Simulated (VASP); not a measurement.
The system is HfC.

```
Hf C
1.0
     3.28805    0.00000    0.00000
     1.64402    2.84753    0.00000
     1.64402    0.94918    2.68468
Hf C
1 1
Direct
  0.50000 0.50000 0.50000
  0.00000 0.00000 0.00000
```

* Program: VASP 6.6.1
* Task: relaxation of volume and atoms at fixed shape
* Functional: LDA
* Potentials or basis: VASP PAW LDA potentials, release 64 (Hf_pv, C)
* Cutoff: 600 eV
* k mesh: 16 × 16 × 16
* Occupations: gaussian, width 0.1 eV
* Spin: no spin polarisation

At the start: pressure -11.7 GPa; volume 12.57 Å³/atom.

Problem. How do energy, volume and symmetry change on relaxing?

Solution. Over 4 steps the energy falls by 22.5 meV/atom and the volume is 11.97 Å³/atom (-4.7 %); space group Fm-3m (No. 225, to 0.1 Å) before and after.

The path:
| step | energy change (eV) | largest force (eV/Å) | pressure (GPa) | volume (Å³) |
| --- | --- | --- | --- | --- |
| 1 | 0.0000 | 0.0000 | -11.68 | 25.14 |
| 2 | 0.1159 | 0.0000 | 27.71 | 21.95 |
| 3 | -0.0450 | 0.0000 | -0.46 | 23.98 |
| 4 | -0.0450 | 0.0000 | 0.06 | 23.95 |

Final structure:
```
Hf C
1.0
     3.23527    0.00000    0.00000
     1.61763    2.80182    0.00000
     1.61763    0.93394    2.64159
Hf C
1 1
Direct
  0.50000 0.50000 0.50000
  0.00000 0.00000 0.00000
```
